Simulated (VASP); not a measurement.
Set up this calculation in VASP 6.6.1, as the native input.

```yaml
Task: single point
Functional: PBEsol
Potentials_or_basis: VASP PAW PBE potentials, release 64 (B, N)
Cutoff: 600 eV
k_mesh: 16 × 16 × 16
Occupations: gaussian, width 0.05 eV
Spin: no spin polarisation
Dipole_correction: no
Further_INCAR_settings: ALGO = Normal; EDIFF = 1e-06; NBANDS = 11
```

The structure of BN lies in POSCAR:

```
BN
1.0
    0.0000000000      1.8135050275      1.8135050275
    1.8135050275      0.0000000000      1.8135050275
    1.8135050275      1.8135050275      0.0000000000
B N
1 1
Direct
    0.0000000000      0.0000000000      0.0000000000
    0.7500000000      0.7500000000      0.7500000000
```

These files were run (other wordings do the same):

INCAR

```
SYSTEM = BN
  PREC = Accurate
  ENCUT = 600
  EDIFF = 1E-6
  ISMEAR = 0
  SIGMA = 0.05
  LREAL = .False.
  LASPH = .True.
  NELM = 120
  ALGO = Normal
  ISIF = 2
  LWAVE = .False.
  LCHARG = .True.
  GGA = PS
  LELF = .True.
  LVHAR = .True.
  NBANDS = 11
  GGA_COMPAT = .False.
```

KPOINTS

```
Automatic mesh
0
Gamma
  16 16 16
  0 0 0
```

Potentials or basis: VASP PAW PBE potentials, release 64 (B, N).

Command:

```sh
$ cat potpaw_PBE.64/B/POTCAR potpaw_PBE.64/N/POTCAR > POTCAR
$ mpirun -np 1 vasp_std > vasp.out
```

It gave:

The pressure is -6.3 GPa. The band gap on the k mesh is 4.27 eV, indirect (least direct gap 8.71 eV).

Caveat: the PAW data sets were made with another functional, which shifts forces and pressure a little.

It took 12 s on 1 thread of Intel(R) Xeon(R) Platinum 8488C (Sapphire Rapids), with other jobs on the host, peak memory 0.13 GiB.
